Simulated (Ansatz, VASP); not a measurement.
MoS2: VASP beside Ansatz

```
Mo S
1.0
     3.14935    0.00000    0.00000
    -1.57467    2.72742    0.00000
     0.00000    0.00000   12.53120
Mo S
2 4
Direct
  0.66667 0.33333 0.25014
  0.33333 0.66667 0.74986
  0.33333 0.66667 0.37960
  0.66667 0.33333 0.87931
  0.33333 0.66667 0.12069
  0.66667 0.33333 0.62040
```

Alike in both runs: task single point; functional PBE; dispersion D3(BJ); k mesh 12 × 12 × 4; occupations gaussian, width 0.05 eV; no spin polarisation.

|  | VASP | Ansatz |
| --- | --- | --- |
| version | VASP 6.6.1 | Ansatz 0.2.0 |
| potentials or method | VASP PAW PBE potentials, release 64 (Mo_sv, S), cutoff 520 eV | scalar-relativistic, plane waves, PAW |
| valence electrons in the cell | 52 | 52 |

```tsv
	VASP	Ansatz	Ansatz less VASP
gap on the k mesh at the Fermi level (eV)	0.95	0.94	-0.013
least direct gap on the mesh (eV)	1.79	1.79	-0.003
pressure (GPa)	-5.6	-5.5	+0.11
traceless stress, the component that is largest in VASP (GPa)	-4.73	-4.70	+0.030
rms of the force components (eV/Å)	0.450	0.445	-0.0047
```

Atom by atom the forces differ by 0.005 eV/Å (rms over components).
